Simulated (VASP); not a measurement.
# Al8H in VASP: notebook

Al8H is run at these levels: PBE; tasks: single point.

Everything below comes from runs of VASP 6.6.1. Logs are shortened: lines on timing, memory, paths and dates and some standing lists are left out, and cuts for length are marked.

**1. The cell of the first run**

The cell holds a slab with vacuum, 18 atoms: a = 5.714 Å, b = 8.081 Å, c = 22.244 Å, α = 90.00°, β = 90.00°, γ = 90.00°.

**2. Single point, PBE**

Contents of INCAR:

```
  PREC = Accurate
  ENCUT = 520
  EDIFF = 1E-7
  ISMEAR = 0
  SIGMA = 0.1
  LREAL = Auto
  LASPH = True
  NELM = 100
  ALGO = Normal
  ISIF = 2
  LWAVE = False
  LCHARG = False
  LDIPOL = True
  IDIPOL = 3
  DIPOL = 0.5 0.5 0.289
  GGA = PE
  NBANDS = 40
```

Contents of KPOINTS:

```
regular mesh
0
Gamma
  5 4 1
```

Contents of POSCAR:

```
Al8H
1.0
    5.7143028096      0.0000000000      0.0000000000
    0.0000000000      8.0812445328      0.0000000000
    0.0000000000      0.0000000000     22.2437981863
Al H
16 2
Direct
    0.2500000000      0.2500000000      0.1798254042
    0.2500000000      0.7500000000      0.1798254042
    0.7500000000      0.2500000000      0.1798254042
    0.7500000000      0.7500000000      0.1798254042
    0.0000000000      0.0000000000      0.2440489550
    0.0000000000      0.5000000000      0.2440489550
    0.5000000000      0.0000000000      0.2440489550
    0.5000000000      0.5000000000      0.2440489550
    0.2500000000      0.2500000000      0.3102692916
    0.2500000000      0.7500000000      0.3102692916
    0.7500000000      0.2500000000      0.3102692916
    0.7500000000      0.7500000000      0.3102692916
    0.0000000000      0.0000000000      0.3706110853
    0.0000000000      0.5000000000      0.3706110853
    0.5000000000      0.0000000000      0.3706110853
    0.5000000000      0.5000000000      0.3706110853
    0.7500000000     -0.0402165779      0.3908414432
    0.7500000000      0.0402165779      0.3908414432
```

Potentials or basis: VASP PAW PBE potentials, release 64 (Al, H).

On the command line:

```console
$ cat potpaw_PBE.64/Al/POTCAR potpaw_PBE.64/H/POTCAR > POTCAR
$ mpirun -np 1 vasp_std > vasp.out
```

OUTCAR:

```text
PREC = Accurate
   ENCUT = 520
   EDIFF = 1E-7
   ISMEAR = 0
   LREAL = Auto
   LASPH = True
   NELM = 100
   ISIF = 2
   GGA = PE

 ion  position               nearest neighbor table
   1  0.250  0.250  0.180-   3 2.86   3 2.86   6 2.86   7 2.86   8 2.86   5 2.86   9 2.90
   2  0.250  0.750  0.180-   4 2.86   4 2.86   6 2.86   7 2.86   8 2.86   5 2.86  10 2.90
   3  0.750  0.250  0.180-   1 2.86   1 2.86   6 2.86   7 2.86   8 2.86   5 2.86  11 2.90
   4  0.750  0.750  0.180-   2 2.86   2 2.86   6 2.86   7 2.86   8 2.86   5 2.86  12 2.90
   5  0.000  0.000  0.244-  13 2.82   7 2.86   7 2.86   4 2.86   1 2.86   2 2.86   3 2.86  11 2.88
                            12 2.88   9 2.88  10 2.88
   6  0.000  0.500  0.244-  14 2.82   8 2.86   8 2.86   4 2.86   1 2.86   2 2.86   3 2.86  11 2.88
                            12 2.88   9 2.88  10 2.88
   7  0.500  0.000  0.244-  15 2.82   5 2.86   5 2.86   4 2.86   1 2.86   2 2.86   3 2.86  11 2.88
                            12 2.88   9 2.88  10 2.88
   8  0.500  0.500  0.244-  16 2.82   6 2.86   6 2.86   4 2.86   1 2.86   2 2.86   3 2.86  11 2.88
                            12 2.88   9 2.88  10 2.88
   9  0.250  0.250  0.310-  13 2.81  14 2.81  15 2.81  16 2.81  11 2.86  11 2.86   7 2.88   8 2.88
                             5 2.88   6 2.88   1 2.90
  10  0.250  0.750  0.310-  13 2.81  14 2.81  15 2.81  16 2.81  12 2.86  12 2.86   7 2.88   8 2.88
                             5 2.88   6 2.88   2 2.90
  11  0.750  0.250  0.310-  13 2.81  14 2.81  15 2.81  16 2.81   9 2.86   9 2.86   7 2.88   8 2.88
                             5 2.88   6 2.88   3 2.90
  12  0.750  0.750  0.310-  13 2.81  14 2.81  15 2.81  16 2.81  10 2.86  10 2.86   7 2.88   8 2.88
                             5 2.88   6 2.88   4 2.90
  13  0.000  0.000  0.371-  17 1.53  18 1.53  11 2.81  12 2.81   9 2.81  10 2.81   5 2.82  15 2.86
                            15 2.86
  14  0.000  0.500  0.371-   9 2.81  10 2.81  11 2.81  12 2.81   6 2.82  16 2.86  16 2.86
  15  0.500  0.000  0.371-  17 1.53  18 1.53  11 2.81  12 2.81   9 2.81  10 2.81   7 2.82  13 2.86
                            13 2.86
  16  0.500  0.500  0.371-   9 2.81  10 2.81  11 2.81  12 2.81   8 2.82  14 2.86  14 2.86
  17  0.750  0.960  0.391-  18 0.65  15 1.53  13 1.53
  18  0.750  0.040  0.391-  17 0.65  15 1.53  13 1.53

  LATTYP: Found a simple orthorhombic cell.
 ALAT       =     5.7143028096
 B/A-ratio  =     1.4142135624
 C/A-ratio  =     3.8926530370

  Lattice vectors:

 A1 = (   5.7143028096,   0.0000000000,   0.0000000000)
 A2 = (   0.0000000000,   8.0812445328,   0.0000000000)
 A3 = (   0.0000000000,   0.0000000000,  22.2437981863)

Analysis of symmetry for initial positions (statically):
=====================================================================
 Subroutine PRICEL returns:
 Original cell was already a primitive cell.

 Routine SETGRP: Setting up the symmetry group for a
 simple orthorhombic supercell.

 Subroutine GETGRP returns: Found  4 space group operations
 (whereof  2 operations were pure point group operations)
 out of a pool of  8 trial point group operations.

The static configuration has the point symmetry C_1h.
 The point group associated with its full space group is C_2v.

Analysis of symmetry for dynamics (positions and initial velocities):
=====================================================================
 Subroutine PRICEL returns:
 Original cell was already a primitive cell.

 Routine SETGRP: Setting up the symmetry group for a
 simple orthorhombic supercell.

 Subroutine GETGRP returns: Found  4 space group operations
 (whereof  2 operations were pure point group operations)
 out of a pool of  8 trial point group operations.

The dynamic configuration has the point symmetry C_1h.
 The point group associated with its full space group is C_2v.

 Subroutine INISYM returns: Found  4 space group operations
 (whereof  2 operations are pure point group operations),
 and found     1 'primitive' translations

----------------------------------------------------------------------------------------

                                     Primitive cell

  volume of cell :    1027.1892

  direct lattice vectors                    reciprocal lattice vectors
     5.714302810  0.000000000  0.000000000     0.174999476  0.000000000  0.000000000
     0.000000000  8.081244533  0.000000000     0.000000000  0.123743317  0.000000000
     0.000000000  0.000000000 22.243798186     0.000000000  0.000000000  0.044956351

  length of vectors
     5.714302810  8.081244533 22.243798186     0.174999476  0.123743317  0.044956351

  position of ions in fractional coordinates (direct lattice)
     0.250000000  0.250000000  0.179825404
     0.250000000  0.750000000  0.179825404
     0.750000000  0.250000000  0.179825404
     0.750000000  0.750000000  0.179825404
     0.000000000  0.000000000  0.244048955
     0.000000000  0.500000000  0.244048955
[... 10 lines left out ...]
     0.750000000  0.959783422  0.390841443
     0.750000000  0.040216578  0.390841443

  ion indices of the primitive-cell ions
   primitive index   ion index
                 1           1
                 2           2
                 3           3
                 4           4
                 5           5
                 6           6
[... 10 lines left out ...]
                17          17
                18          18

----------------------------------------------------------------------------------------

 KPOINTS: regular mesh

Automatic generation of k-mesh.
 Grid dimensions read from file:
 generate k-points for:    5    4    1

 Generating k-lattice:

  Cartesian coordinates                     Fractional coordinates (reciprocal lattice)
     0.034999895  0.000000000  0.000000000     0.200000000  0.000000000  0.000000000
     0.000000000  0.030935829  0.000000000     0.000000000  0.250000000  0.000000000
     0.000000000  0.000000000  0.044956351     0.000000000  0.000000000  1.000000000

  Length of vectors
     0.034999895  0.030935829  0.044956351

  Shift w.r.t. Gamma in fractional coordinates (k-lattice)
     0.000000000  0.000000000  0.000000000

 Subroutine IBZKPT returns following result:
 ===========================================

 Found      9 irreducible k-points:

 Following reciprocal coordinates:
            Coordinates               Weight
  0.000000  0.000000  0.000000      1.000000
  0.200000  0.000000  0.000000      2.000000
  0.400000  0.000000  0.000000      2.000000
  0.000000  0.250000  0.000000      2.000000
  0.200000  0.250000  0.000000      4.000000
  0.400000  0.250000  0.000000      4.000000
  0.000000  0.500000  0.000000      1.000000
  0.200000  0.500000  0.000000      2.000000
  0.400000  0.500000  0.000000      2.000000
   k-points           NKPTS =      9   k-points in BZ     NKDIM =      9   number of bands    NBANDS=     40
   number of dos      NEDOS =    301   number of ions     NIONS =     18
   total plane-waves  NPLWV = 423360
   dimension x,y,z NGX =    42 NGY =   60 NGZ =  168
   dimension x,y,z NGXF=    84 NGYF=  120 NGZF=  336
   ions per type =              16   2
   NGX,Y,Z   is equivalent  to a cutoff of  12.22, 12.34, 12.56 a.u.
   NGXF,Y,Z  is equivalent  to a cutoff of  24.44, 24.69, 25.11 a.u.
 SYSTEM =  unknown system
   PREC   = accura    normal or accurate (medium, high low for compatibility)
   ISTART =      0    job   : 0-new  1-cont  2-samecut
   ICHARG =      2    charge: 1-file 2-atom 10-const
   ISPIN  =      1    spin polarized calculation?
   LNONCOLLINEAR =      F non collinear calculations
   LSORBIT =      F    spin-orbit coupling
   LASPH  =      T    aspherical Exc in radial PAW
   ENCUT  =  520.0 eV  38.22 Ry    6.18 a.u.  10.62 15.03 41.36*2*pi/ulx,y,z
   NELM   =    100;   NELMIN=  2; NELMDL= -5     # of ELM steps
   EDIFF  = 0.1E-06   stopping-criterion for ELM
   LREAL  =      T    real-space projection
   EDIFFG = 0.1E-05   stopping-criterion for IOM
   NSW    =      0    number of steps for IOM
   IBRION =     -1    ionic relax: 0-MD 1-quasi-New 2-CG
   NFREE  =      0    steps in history (QN), initial steepest desc. (CG)
   ISIF   =      2    stress and relaxation
   ISYM   =      2    0-nonsym 1-usesym 2-fastsym
   POTIM  = 0.5000    time-step for ionic-motion
   TEBEG  =    0.0;   TEEND  =   0.0 temperature during run
   PSTRESS=    0.0 pullay stress
   NELECT =      50.0000    total number of electrons
   NUPDOWN=      -1.0000    fix difference up-down
   EMIN   =  10.00;   EMAX   =-10.00  energy-range for DOS
   EFERMI =   0.00;   METHOD = LEGACY
   ISMEAR =     0;   SIGMA  =   0.10  broadening in eV -4-tet -1-fermi 0-gaus
   EFERMI_NEDOS =   21; number of points for ismear=-14 and -15
   IALGO  =     38    algorithm
   IMIX   =      4    mixing-type and parameters
     AMIX     =   0.40;   BMIX     =  1.00
     AMIX_MAG =   1.60;   BMIX_MAG =  1.00
  volume/ion in A,a.u.               =      57.07       385.10
  Fermi-wavevector in a.u.,A,eV,Ry     =   0.597743  1.129571  4.861321  0.357297
  Thomas-Fermi vector in A             =   1.648585
   LORBIT       =      0    0 simple, 1 ext, 2 COOP (PROOUT), +10 PAW based schemes
   GGA     = PE    functional components
   LHFCALC =     F    Hartree Fock is set to
   AEXX    =    0.0000 exact exchange contribution
   IVDW    =     0    specifies the selected vdW correction
   LEPSILON=     F    determine dielectric tensor
   LRPA    =     F    only Hartree local field effects (RPA)
 non-spin polarized calculation
 Gauss-broadening in eV      SIGMA  =   0.10
  energy-cutoff  :      520.00
  volume of cell :     1027.19
 maximum number of plane-waves:     27706
   NGX = 21   NGY = 31   NGZ = 83

 dipolmoment           0.000000      0.000000      0.021433 electrons x Angstroem

 number of electron      49.9999998 magnetization

 dipolmoment           0.000000      0.000000     -0.033152 electrons x Angstroem

 Free energy of the ion-electron system (eV)
  ---------------------------------------------------
  ext. energy  EPLUGINS =         0.00000000
  ---------------------------------------------------
  free energy    TOTEN  =       -56.57114670 eV

  energy without entropy =      -56.53755267  energy(sigma->0) =      -56.55434969

 E-fermi :  -0.8030     XC(G=0):  -3.5832

 val. band max:       -0.8334821192   @ k =   0.0000   0.2500   0.0000
 cond. band min:      -0.7986141422   @ k =   0.4000   0.0000   0.0000
 fundamental gap:      0.0348679770
 Fermi energy:        -0.8030390375

 k-point     1 :       0.0000    0.0000    0.0000
  band No.  band energies     occupation
      1     -15.7042      2.00000
      2     -10.8923      2.00000
      3      -8.7942      2.00000
      4      -8.7702      2.00000
      5      -8.2413      2.00000
      6      -6.6566      2.00000
[... 29 lines left out ...]
     36       1.2475      0.00000
     37       1.3354      0.00000

 k-point     2 :       0.2000    0.0000    0.0000
  band No.  band energies     occupation
      1     -15.6975      2.00000
      2     -10.7215      2.00000
      3      -8.6168      2.00000
      4      -8.5984      2.00000
      5      -8.2568      2.00000
      6      -7.9584      2.00000
[... 29 lines left out ...]
     36       1.4602      0.00000
     37       1.7934      0.00000
[... 238 lines left out ...]
     36       1.3709      0.00000
     37       2.3550      0.00000

 k-point     9 :       0.4000    0.5000    0.0000
  band No.  band energies     occupation
      1     -15.6861      2.00000
      2      -9.7460      2.00000
      3      -9.6085      2.00000
      4      -8.8535      2.00000
      5      -8.7410      2.00000
      6      -7.3601      2.00000
[... 29 lines left out ...]
     36       1.7851      0.00000
     37       2.0570      0.00000
 [bands above 37 left out]

------------------------ aborting loop because EDIFF is reached ----------------------------------------

 vacuum level on the upper side and lower side of the slab       (xc-potential included)        -0.090         0.047

  FORCE on cell =-STRESS in cart. coord.  units (eV):
  Direction    XX          YY          ZZ          XY          YZ          ZX
  --------------------------------------------------------------------------------------
  -------------------------------------------------------------------------------------
  Total        6.5653012      3.1588305     -0.3267190      0.0000000      0.0000000      0.0000000
  in kB       10.2403497      4.9270442     -0.5096060      0.0000000      0.0000000      0.0000000
  external PRESSURE =       4.8859293 kB  Pullay stress =       0.0000000 kB

 VOLUME and BASIS-vectors are now :
 -----------------------------------------------------------------------------
  energy-cutoff  :      520.00
  volume of cell :     1027.19
      direct lattice vectors                 reciprocal lattice vectors
     5.714302810  0.000000000  0.000000000     0.174999476  0.000000000  0.000000000
     0.000000000  8.081244533  0.000000000     0.000000000  0.123743317  0.000000000
     0.000000000  0.000000000 22.243798186     0.000000000  0.000000000  0.044956351

 POSITION                                       TOTAL-FORCE (eV/Angst)
 -----------------------------------------------------------------------------------
      1.42858      2.02031      4.00000        -0.000000      0.023688      0.242179
      1.42858      6.06093      4.00000        -0.000000     -0.023688      0.242179
      4.28573      2.02031      4.00000        -0.000000     -0.003367      0.252427
      4.28573      6.06093      4.00000        -0.000000      0.003367      0.252427
      0.00000      0.00000      5.42858         0.084059      0.000000     -0.150226
      0.00000      4.04062      5.42858         0.142416      0.000000     -0.236465
[... 10 lines left out ...]
      4.28573      7.75624      8.69380        -0.000000     -9.614960      1.924887
      4.28573      0.32500      8.69380        -0.000000      9.614960      1.924887
 -----------------------------------------------------------------------------------
    total drift:                                0.000000      0.000000     -0.014718

  FREE ENERGIE OF THE ION-ELECTRON SYSTEM (eV)
  ---------------------------------------------------
  free  energy   TOTEN  =       -56.5711467034 eV

  energy  without entropy=      -56.5375526746  energy(sigma->0) =      -56.55434969

 vacuum level on the upper side and lower side of the slab         3.097         3.228
```

Wall time 13 min (1 thread of Intel Xeon Platinum 8259CL at 2.50GHz (Skylake/Cascade Lake), shared host); peak memory 0.9 GiB.

Results:

- Free energy: -56.5711 eV
- Largest force: 9.806 eV/Å
- Band gap on the k mesh: zero (bands 25 and 26 overlap by 0.49 eV)

Forces on the atoms (eV/Å):
```
Al   0.000  0.024  0.242
Al   0.000 -0.024  0.242
Al   0.000 -0.003  0.252
Al   0.000  0.003  0.252
Al   0.084  0.000 -0.150
Al   0.142  0.000 -0.236
Al  -0.084  0.000 -0.150
Al  -0.142  0.000 -0.236
Al   0.000  0.135 -0.073
Al   0.000 -0.135 -0.073
Al   0.000 -0.010  0.070
Al   0.000  0.010  0.070
Al   5.746  0.000 -2.027
Al  -0.030  0.000 -0.003
Al  -5.746  0.000 -2.027
Al   0.030  0.000 -0.003
H    0.000 -9.615  1.925
H    0.000  9.615  1.925
```

Levels at points of the mesh, in eV from the Fermi level:
```
           k point  band 22  band 23  band 24  band 25  band 26  band 27  band 28  band 29
(0.00, 0.00, 0.00)    -1.09    -0.99    -0.61    -0.53    -0.34    -0.05     0.58     0.98
(0.00, 0.50, 0.00)    -0.98    -0.96    -0.89    -0.57    -0.30     0.23     0.26     0.41
```

(Continued in part 2 of 2.)

The gap in the log of VASP goes by the Fermi energy; the results here count the filled bands.